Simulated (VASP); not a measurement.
# AlGa3N4 (Pm) in VASP: a series of runs, part 2 of 2

VASP 6.6.1.

### Step 3. Single point, PBEsol (volume scaled by 0.94, then relaxed in part)

File INCAR:

```
SYSTEM = AlGa3N4
PREC = Accurate
ENCUT = 520
EDIFF = 1E-6
ISMEAR = 0
SIGMA = 0.02
LREAL = .FALSE.
LASPH = .TRUE.
NELM = 100
ALGO = Normal
ISIF = 2
LWAVE = .FALSE.
LCHARG = .FALSE.
GGA = PS
NBANDS = 41
```

File KPOINTS:

```
regular mesh
0
G
  6 8 6
  0 0 0
```

File POSCAR:

```
AlGa3N4
1.0
    5.0364178990      0.0000000000     -0.0002356040
    0.0000000000      3.1011031155      0.0000000000
   -0.0038896317      0.0000000000      5.3664176801
Al Ga N
1 3 4
Direct
    0.0009181263      0.5000000000      0.6675023734
    0.4990539997      0.5000000000      0.3351149062
    0.4988104154      0.0000000000      0.8313273464
    0.9997986094      0.0000000000      0.1660226420
    0.1195249300      0.5000000000      0.3401337307
    0.1175698628      0.0000000000      0.8263089938
    0.6203152866      0.0000000000      0.1661267639
    0.6316087797      0.5000000000      0.6674642434
```

Potentials or basis: VASP PAW PBE potentials, release 64 (Al, Ga_d, N).

On the command line:

```bash
$ cat potpaw_PBE.64/Al/POTCAR potpaw_PBE.64/Ga_d/POTCAR potpaw_PBE.64/N/POTCAR > POTCAR
$ mpirun -np 1 vasp_std > vasp.out
```

OUTCAR:

```text
SYSTEM = AlGa3N4
   PREC = Accurate
   ENCUT = 520
   EDIFF = 1E-6
   ISMEAR = 0
   LREAL = .FALSE.
   LASPH = .TRUE.
   NELM = 100
   ISIF = 2
   GGA = PS

 ion  position               nearest neighbor table
   1  0.001  0.500  0.668-   5 1.86   8 1.86   6 1.86   6 1.86   3 3.08   3 3.08   2 3.08   4 3.09
                             4 3.09   2 3.09   3 3.09   3 3.09   4 3.11   4 3.11
   2  0.499  0.500  0.335-   7 1.90   7 1.90   8 1.90   5 1.91   1 3.08   1 3.09
   3  0.499  0.000  0.831-   7 1.90   8 1.90   8 1.90   6 1.92   1 3.08   1 3.08   1 3.09   1 3.09

   4  1.000  0.000  0.166-   5 1.91   5 1.91   7 1.91   6 1.92   1 3.09   1 3.09   1 3.11   1 3.11

   5  0.120  0.500  0.340-   1 1.86   4 1.91   4 1.91   2 1.91
   6  0.118  0.000  0.826-   1 1.86   1 1.86   4 1.92   3 1.92
   7  0.620  0.000  0.166-   2 1.90   2 1.90   3 1.90   4 1.91
   8  0.632  0.500  0.667-   1 1.86   2 1.90   3 1.90   3 1.90

  LATTYP: Found a simple monoclinic cell.
 ALAT       =     5.0364179045
 B/A-ratio  =     0.6157358611
 C/A-ratio  =     1.0655229950
 COS(beta)  =    -0.0007715896

  Lattice vectors:

 A1 = (   5.0364178990,   0.0000000000,  -0.0002356040)
 A2 = (   0.0000000000,   3.1011031155,   0.0000000000)
 A3 = (  -0.0038896317,   0.0000000000,   5.3664176801)

Analysis of symmetry for initial positions (statically):
=====================================================================
 Subroutine PRICEL returns:
 Original cell was already a primitive cell.

 Routine SETGRP: Setting up the symmetry group for a
 simple monoclinic supercell.

 Subroutine GETGRP returns: Found  2 space group operations
 (whereof  2 operations were pure point group operations)
 out of a pool of  4 trial point group operations.

The static configuration has the point symmetry C_1h.

Analysis of symmetry for dynamics (positions and initial velocities):
=====================================================================
 Subroutine PRICEL returns:
[... 140 lines left out ...]
     AMIX     =   0.40;   BMIX     =  1.00
     AMIX_MAG =   1.60;   BMIX_MAG =  1.00
  volume/ion in A,a.u.               =      10.48        70.70
  Fermi-wavevector in a.u.,A,eV,Ry     =   1.480578  2.797886 29.825478  2.192111
  Thomas-Fermi vector in A             =   2.594595
   LORBIT       =      0    0 simple, 1 ext, 2 COOP (PROOUT), +10 PAW based schemes
   GGA     = PS    functional components
   LHFCALC =     F    Hartree Fock is set to
   AEXX    =    0.0000 exact exchange contribution
   IVDW    =     0    specifies the selected vdW correction
   LEPSILON=     F    determine dielectric tensor
   LRPA    =     F    only Hartree local field effects (RPA)
 non-spin polarized calculation
 Gauss-broadening in eV      SIGMA  =   0.02
  energy-cutoff  :      520.00
  volume of cell :       83.82
 maximum number of plane-waves:      2284
 NGX is ok and might be reduce to    40
   NGX = 19   NGY = 11   NGZ = 19

 number of electron      61.9999993 magnetization

 Free energy of the ion-electron system (eV)
  ---------------------------------------------------
  ext. energy  EPLUGINS =         0.00000000
  ---------------------------------------------------
  free energy    TOTEN  =       -54.81482654 eV

  energy without entropy =      -54.81482654  energy(sigma->0) =      -54.81482654

 E-fermi :   6.2044     XC(G=0): -12.0569

 val. band max:        6.1169400613   @ k =   0.0000   0.0000   0.0000
 cond. band min:       8.9236245030   @ k =   0.0000   0.0000   0.0000
 fundamental gap:      2.8066844417
 Fermi energy:         6.2044327160

 k-point     1 :       0.0000    0.0000    0.0000
  band No.  band energies     occupation
      1     -10.2318      2.00000
      2      -9.0620      2.00000
      3      -8.8639      2.00000
      4      -8.5412      2.00000
      5      -7.1633      2.00000
      6      -7.1619      2.00000
[... 1045 lines left out ...]
     40      16.5022      0.00000
     41      17.1682      0.00000

 [... further k-points ...]
[... 5 lines left out ...]
  --------------------------------------------------------------------------------------
  -------------------------------------------------------------------------------------
  Total        7.0229321      6.9935493      6.9973324      0.0000000      0.0000000     -0.0037324
  in kB      134.2476313    133.6859609    133.7582756      0.0000000      0.0000000     -0.0713477
  external PRESSURE =     133.8972893 kB  Pullay stress =       0.0000000 kB

 VOLUME and BASIS-vectors are now :
 -----------------------------------------------------------------------------
  energy-cutoff  :      520.00
  volume of cell :       83.82
      direct lattice vectors                 reciprocal lattice vectors
     5.036417899  0.000000000 -0.000235604     0.198553824  0.000000000  0.000143914
     0.000000000  3.101103115  0.000000000     0.000000000  0.322465898  0.000000000
    -0.003889632  0.000000000  5.366417680     0.000008717  0.000000000  0.186344055

 POSITION                                       TOTAL-FORCE (eV/Angst)
 -----------------------------------------------------------------------------------
      0.00203      1.55055      3.58210        -0.003128      0.000000      0.000334
      2.51214      1.55055      1.79825         0.002953      0.000000     -0.002391
      2.50898      0.00000      4.46113         0.004693      0.000000      0.003086
      5.03476      0.00000      0.89071        -0.006265      0.000000      0.003153
      0.60065      1.55055      1.82527         0.009024      0.000000     -0.017632
      0.58892      0.00000      4.43429         0.013114      0.000000      0.012999
      3.12352      0.00000      0.89136        -0.001414      0.000000     -0.000392
      3.17845      1.55055      3.58174        -0.018977      0.000000      0.000844
 -----------------------------------------------------------------------------------
    total drift:                                0.000305      0.000000     -0.000186

  FREE ENERGIE OF THE ION-ELECTRON SYSTEM (eV)
  ---------------------------------------------------
  free  energy   TOTEN  =       -54.8148265381 eV

  energy  without entropy=      -54.8148265381  energy(sigma->0) =      -54.81482654
```

OSZICAR:

```text
N       E                     dE             d eps       ncg     rms          rms(c)
DAV:   1     0.637497522848E+03    0.63750E+03   -0.27868E+04  9257   0.265E+03
DAV:   2     0.531243473370E+02   -0.58437E+03   -0.54253E+03  8720   0.649E+02
DAV:   3    -0.555360045058E+02   -0.10866E+03   -0.10569E+03  9212   0.198E+02
DAV:   4    -0.629301291844E+02   -0.73941E+01   -0.73283E+01 11065   0.553E+01
DAV:   5    -0.631415046655E+02   -0.21138E+00   -0.21102E+00 10162   0.899E+00    0.156E+01
DAV:   6    -0.546853158551E+02    0.84562E+01   -0.22291E+01 15380   0.617E+01    0.464E+00
DAV:   7    -0.549099539159E+02   -0.22464E+00   -0.45075E+00  9799   0.118E+01    0.402E+00
DAV:   8    -0.548511278383E+02    0.58826E-01   -0.54581E-01 11751   0.995E+00    0.108E+00
DAV:   9    -0.548135682348E+02    0.37560E-01   -0.14758E-01 13972   0.665E+00    0.404E-01
DAV:  10    -0.548146620889E+02   -0.10939E-02   -0.18471E-02  9978   0.111E+00    0.162E-01
DAV:  11    -0.548147792245E+02   -0.11714E-03   -0.15049E-03 12560   0.842E-01    0.414E-02
DAV:  12    -0.548148118442E+02   -0.32620E-04   -0.28818E-04 11827   0.387E-01    0.165E-02
DAV:  13    -0.548148256380E+02   -0.13794E-04   -0.11795E-04 11312   0.800E-02    0.101E-02
DAV:  14    -0.548148265381E+02   -0.90006E-06   -0.32074E-06  8249   0.507E-02
   1 F= -.54814827E+02 E0= -.54814827E+02  d E =-.191333E-12
```

stdout:

```text
POSCAR found type information on POSCAR AlGaN
 POSCAR found :  3 types and       8 ions
 scaLAPACK will be used
 -----------------------------------------------------------------------------
|                                                                             |
|                                                                             |
|     You enforced a specific xc type in the INCAR file but a different       |
|     I HOPE YOU KNOW WHAT YOU ARE DOING!                                     |
|                                                                             |
 -----------------------------------------------------------------------------

 LDA part: xc-table for (Slater+PW92), standard interpolation
 POSCAR, INCAR and KPOINTS ok, starting setup
 FFT: planning ... GRIDC
 FFT: planning ... GRID_SOFT
 FFT: planning ... GRID
 WAVECAR not read
 entering main loop
```

It took 5.2 min on 1 thread of Oxide Virtual Turin-like, shared host; peak memory 0.34 GiB.

What came out:

| Property | Result |
| --- | --- |
| Free energy | -54.8148 eV |
| Pressure | 13.4 GPa |
| Largest force | 0.020 eV/Å |
| Band gap on the k mesh | 2.81 eV, direct |

Forces on the atoms (eV/Å):
```
Al  -0.003  0.000  0.000
Ga   0.003  0.000 -0.002
Ga   0.005  0.000  0.003
Ga  -0.006  0.000  0.003
N    0.009  0.000 -0.018
N    0.013  0.000  0.013
N   -0.001  0.000  0.000
N   -0.019  0.000  0.001
```

Caveat: the PAW data sets were made with another functional, which shifts forces and pressure a little.
